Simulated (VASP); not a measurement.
Ti3In, 4 atoms in the cell. It takes space group Pm-3m (No. 221, cubic). The conventional cell has a = 4.156 Å, b = 4.156 Å, c = 4.156 Å, α = 90.00°, β = 90.00°, γ = 90.00°. Within 3.9 Å of Ti (site symmetry 4/mmm) lie 8 Ti at 2.94 Å and 4 In at 2.94 Å. In (site symmetry m-3m) has 12 Ti at 2.94 Å within 3.9 Å. 

```yaml
Program: VASP 6.6.1
Task: single point
Functional: r2SCAN
Potentials_or_basis: VASP PAW PBE potentials, release 64 (Ti_sv, In_d)
Cutoff: 520 eV
k_mesh: 5 × 5 × 5
Occupations: fermi-dirac, width 0.1 eV
Spin: no spin polarisation
Dipole_correction: no
Further_INCAR_settings: ALGO = Normal; EDIFF = 1e-07; NBANDS = 32
```

Potentials or basis: VASP PAW PBE potentials, release 64 (Ti_sv, In_d).

Run with:

```bash
$ cat potpaw_PBE.64/Ti_sv/POTCAR potpaw_PBE.64/In_d/POTCAR > POTCAR
$ cp INCAR.step1 INCAR
$ mpirun -np 1 vasp_std > vasp.out
$ cp INCAR.step2 INCAR
$ mpirun -np 1 vasp_std > vasp.out
```

Hardware: 1 thread of Intel(R) Xeon(R) 6975P-C (Granite Rapids), on a shared host.

**Question.** How long does it take, and how much memory?

**Answer.** It took 56 s on 1 thread of Intel(R) Xeon(R) 6975P-C (Granite Rapids) (shared host), peak memory 0.19 GiB. Counts: k points 10.
